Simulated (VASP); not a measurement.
Wanted: the native input for a VASP 6.6.1 run.

```
Task                   : single point
Functional             : PBEsol
Potentials or basis    : VASP PAW PBE potentials, release 64 (Ca_sv)
Cutoff                 : 520 eV
k mesh                 : 10 × 10 × 10
Occupations            : methfessel-paxton, width 0.1 eV
Spin                   : no spin polarisation
Dipole correction      : no
Further INCAR settings : ALGO = Normal; EDIFF = 1e-06; NBANDS = 11
```

The structure of Ca lies in POSCAR:

```
Ca
1.0
   -2.0964874600      2.1017318100      2.4453524600
    2.0964874600     -2.1017318100      2.4453524600
    2.0964874600      2.1017318100     -2.4453524600
Ca
1
Direct
    0.5000000000      0.5000000000      0.0000000000
```

These files were run (other wordings do the same):

INCAR

```
PREC     = Accurate       # precision mode
ENCUT    = 520            # plane-wave cutoff, eV
EDIFF    = 1E-6           # SCF threshold, eV
ISMEAR   = 1              # smearing method
SIGMA    = 0.1            # smearing width, eV
LREAL    = False          # projectors in reciprocal space
LASPH    = True           # aspherical terms in the spheres
NELM     = 80             # most SCF steps
ALGO     = Normal         # electronic algorithm
ISIF     = 2              # what is computed and relaxed
LWAVE    = False          # write WAVECAR
LCHARG   = False          # write CHGCAR
GGA      = PS             # functional
NBANDS   = 11             # bands
```

KPOINTS

```
Automatic mesh
0
Gamma
  10 10 10
```

Potentials or basis: VASP PAW PBE potentials, release 64 (Ca_sv).

Launch:

```bash
$ cat potpaw_PBE.64/Ca_sv/POTCAR > POTCAR
$ mpirun -np 1 vasp_std > vasp.out
```

Results of the run:

```
Pressure               : -1.0 GPa
Band gap on the k mesh : zero (band 5 reaches 2.00 eV, above the bottom of band 6 at 1.69 eV)
```

Caveat: the PAW data sets were made with another functional, which shifts forces and pressure a little.

It took 41 s on 1 thread of Intel(R) Xeon(R) Platinum 8488C (Sapphire Rapids), with other jobs on the host, peak memory 0.22 GiB.
